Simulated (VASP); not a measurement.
Write the native input for VASP 6.6.1 that does the following.

```yaml
Task: single point
Functional: r2SCAN
Potentials_or_basis: VASP PAW PBE potentials, release 64 (Sr_sv, B)
Cutoff: 520 eV
k_mesh: 8 × 8 × 8
Occupations: gaussian, width 0.1 eV
Spin: no spin polarisation
Dipole_correction: no
Further_INCAR_settings: ALGO = Normal; EDIFF = 1e-07; NBANDS = 23
```

Crystal: SrB6.

```xyz
7
Lattice="4.1886 0.0000 0.0000 0.0000 4.1886 0.0000 0.0000 0.0000 4.1886" Properties=species:S:1:pos:R:3 pbc="T T T"
Sr    0.0000    0.0000    0.0000
B     2.0943    2.0943    0.8520
B     2.0943    2.0943    3.3366
B     0.8520    2.0943    2.0943
B     3.3366    2.0943    2.0943
B     2.0943    0.8520    2.0943
B     2.0943    3.3366    2.0943
```

These files were run (other wordings do the same):

POSCAR

```
SrB6
1.0
    4.1886091904      0.0000000000      0.0000000000
    0.0000000000      4.1886091904      0.0000000000
    0.0000000000      0.0000000000      4.1886091904
Sr B
1 6
Direct
    0.0000000000      0.0000000000      0.0000000000
    0.5000000000      0.5000000000      0.2034077677
    0.5000000000      0.5000000000      0.7965922323
    0.2034077677      0.5000000000      0.5000000000
    0.7965922323      0.5000000000      0.5000000000
    0.5000000000      0.2034077677      0.5000000000
    0.5000000000      0.7965922323      0.5000000000
```

INCAR.step1

```
PREC = Accurate ; ENCUT = 520
ISMEAR = 0 ; SIGMA = 0.1
LREAL = F ; LASPH = T
NELM = 80 ; NBANDS = 23
GGA = PE ; ALGO = Normal
EDIFF = 1E-4 ; LWAVE = T
LCHARG = F
```

INCAR.step2

```
PREC = Accurate ; ENCUT = 520
EDIFF = 1E-7 ; ISMEAR = 0
SIGMA = 0.1 ; LREAL = F
LASPH = T ; NELM = 80
ALGO = Normal ; ISIF = 2
LWAVE = F ; LCHARG = F
METAGGA = R2SCAN ; LMIXTAU = T
NBANDS = 23 ; ISTART = 1
```

KPOINTS

```
Automatic mesh
0
Gamma
  8 8 8
```

Potentials or basis: VASP PAW PBE potentials, release 64 (Sr_sv, B).

Launch:

```bash
$ cat potpaw_PBE.64/Sr_sv/POTCAR potpaw_PBE.64/B/POTCAR > POTCAR
$ cp INCAR.step1 INCAR
$ mpirun -np 1 vasp_std > vasp.out
$ cp INCAR.step2 INCAR
$ mpirun -np 1 vasp_std > vasp.out
```

Results of the run:

```json
{"Pressure": "0.3 GPa", "Largest force": "0.023 eV/Å"}
```

Caveat: the PAW data sets were made with another functional, which shifts forces and pressure a little.

Run time: 66 s on 1 thread of Intel(R) Xeon(R) 6975P-C (Granite Rapids), on a shared host, peak memory 0.21 GiB.
